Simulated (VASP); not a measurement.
## PbF2: single point with PBE

The system is PbF2.

```
CELL_PARAMETERS angstrom
0.00000 3.00036 3.00036
3.00036 0.00000 3.00036
3.00036 3.00036 0.00000
ATOMIC_POSITIONS crystal
Pb 0.00000 0.00000 0.00000
F 0.26333 0.23667 0.26333
F 0.75000 0.75000 0.75000
```

This cell differs from its parent crystal: atom 2 (F) moved 0.08 Å along y.

```json
{
 "Program": "VASP 6.6.1",
 "Task": "single point",
 "Functional": "PBE",
 "Potentials or basis": "VASP PAW PBE potentials, release 64 (Pb_d, F)",
 "Cutoff": "520 eV",
 "k mesh": "10 × 10 × 10",
 "Occupations": "gaussian, width 0.05 eV",
 "Spin": "no spin polarisation"
}
```

```yaml
Pressure: -0.1 GPa
Largest_force: 0.180 eV/Å
Band_gap_on_the_k_mesh: 4.36 eV (least direct gap 4.54 eV)
```

Forces in eV/Å, atoms in the order of the input:
```
Pb   0.000  0.044  0.000
F    0.000 -0.180  0.000
F    0.000  0.136  0.000
```

Stress tensor (GPa, compression positive):
```
-0.14  0.00 -0.51
 0.00 -0.08  0.00
-0.51  0.00 -0.14
```

Levels at points of the mesh, in eV from the valence-band top:
```tsv
k point	band 10	band 11	band 12	band 13	band 14	band 15	band 16	band 17	band 18	band 19
(0.00, 0.00, 0.00)	-2.30	-2.29	-1.87	-1.80	-1.76	6.57	6.67	6.81	10.48	14.99
(0.50, 0.00, 0.00)	-2.57	-2.41	-1.98	-1.91	0.00	5.02	7.34	7.63	13.09	13.44
(0.00, 0.50, 0.00)	-2.55	-2.37	-2.04	-1.97	-0.12	4.92	7.36	7.67	13.11	13.50
(0.50, 0.50, 0.00)	-3.30	-1.44	-1.41	-1.39	-0.19	4.36	7.70	7.72	8.99	13.98
(0.50, 0.00, 0.50)	-3.27	-1.43	-1.40	-1.40	-0.21	4.36	7.60	7.83	8.97	14.00
```

It took 2.9 min on 1 thread of AMD EPYC 7R13 Processor (Zen 3), with other jobs on the host, peak memory 0.27 GiB.

Caveat: the cell differs from its parent crystal (atom 2 (F) moved 0.08 Å along y); spin-orbit coupling is left out, which moves the levels of the heavy elements. A k mesh can miss the band edges.
